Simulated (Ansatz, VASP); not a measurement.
# Two plane-wave programs on GaH2

The input INCAR:

```
SYSTEM = GaH2
PREC = Accurate
ENCUT = 600
EDIFF = 1E-7
ISMEAR = 0
SIGMA = 0.1
LREAL = .False.
LASPH = .True.
NELM = 80
ALGO = Normal
ISIF = 3
LWAVE = .False.
LCHARG = .False.
GGA = PS
IBRION = 2
NSW = 80
EDIFFG = -0.05
```

KPOINTS

```
regular mesh
0
Gamma
  8 8 8
  0 0 0
```

Contents of POSCAR:

```
GaH2
1.0
    0.0000000000      1.9020439295      1.9020439295
    1.9020439295      0.0000000000      1.9020439295
    1.9020439295      1.9020439295      0.0000000000
Ga H
1 2
Direct
    0.0000000000      0.0000000000      0.0000000000
    0.2500000000      0.2500000000      0.2500000000
    0.7500000000      0.7500000000      0.7500000000
```

Input for Ansatz:

```yaml
crystal:
  lattice:
    - [0.0, 1.9020439295, 1.9020439295]
    - [1.9020439295, 0.0, 1.9020439295]
    - [1.9020439295, 1.9020439295, 0.0]
  atoms:
    - { symbol: Ga, position: [0.0, 0.0, 0.0] }
    - { symbol: H, position: [0.25, 0.25, 0.25] }
    - { symbol: H, position: [0.75, 0.75, 0.75] }
basis:
  ecutwfc: 420
kpoints:
  mp_grid: { grid: [8, 8, 8] }
hamiltonian:
  xc: pbesol
scf:
  occupations: { method: gaussian, width: 0.1 }
output:
  forces: true
  stress: true
  eigenvalues: true
relax:
  adjacent_minimum: "off"
  f_tol: 0.05
  max_steps: 60
  cell: { stress_tol: 0.5 }
```

Alike in both runs: task relaxation of cell and atoms; functional PBEsol; k mesh 8 × 8 × 8; occupations gaussian, width 0.1 eV; no spin polarisation.

|  | VASP | Ansatz |
| --- | --- | --- |
| version | VASP 6.6.1 | Ansatz 0.2.0 |
| potentials or method | VASP PAW PBE potentials, release 64 (Ga_d, H), cutoff 600 eV | scalar-relativistic, plane waves, PAW |
| valence electrons in the cell | 15 | 15 |

|  | VASP | Ansatz | Ansatz less VASP |
| --- | --- | --- | --- |
| gap on the k mesh at the Fermi level, each at its own relaxed structure (eV) | none | none | - |
| relaxed volume (Å³/atom) | 8.70 | 8.91 | +0.205 |
| relaxed cell length with the largest relative difference (Å) | 3.330 | 3.356 | +0.0259 |

VASP's potentials were made for PBE, not for PBEsol. A gap of «none» marks a metal or a gap that the smearing closes.

Noted on VASP's run: the volume moved by over 15 % at a fixed basis, so the end points are rough.
